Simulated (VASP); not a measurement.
A run of VASP 6.6.1 is set up as follows.

File INCAR:

```
SYSTEM = MgO
ALGO = Normal ; EDIFF = 1E-6
ENCUT = 520 ; GGA = PS
ISIF = 2 ; ISMEAR = 0
LASPH = .TRUE. ; LCHARG = .FALSE.
LREAL = .FALSE. ; LWAVE = .FALSE.
NBANDS = 16 ; NELM = 60
PREC = Accurate ; SIGMA = 0.05
```

Contents of KPOINTS:

```
k-points
0
G
  9 9 6
  0 0 0
```

POSCAR

```
MgO
1.0
    3.3965520429      0.0000000000      0.0000000000
   -1.6982760214      2.9415003544      0.0000000000
    0.0000000000      0.0000000000      4.7480401007
Mg O
2 2
Direct
    0.3333333333      0.6666666667     -0.0317643073
    0.6666666667      0.3333333333      0.4682356927
    0.3333333333      0.6666666667      0.4009416620
    0.6666666667      0.3333333333      0.9009416620
```

Potentials or basis: VASP PAW PBE potentials, release 64 (Mg, O).

Launch:

```sh
$ cat potpaw_PBE.64/Mg/POTCAR potpaw_PBE.64/O/POTCAR > POTCAR
$ mpirun -np 1 vasp_std > vasp.out
```

**Question.** What does it give for the largest force?

**Answer.** 0.069 eV/Å.

**Question.** Predict the pressure.

**Answer.** -3.2 GPa.

Forces on the atoms (eV/Å):
```
Mg   0.000  0.000  0.069
Mg   0.000  0.000  0.069
O    0.000  0.000 -0.069
O    0.000  0.000 -0.069
```

Caveat: the PAW data sets were made with another functional, which shifts forces and pressure a little.
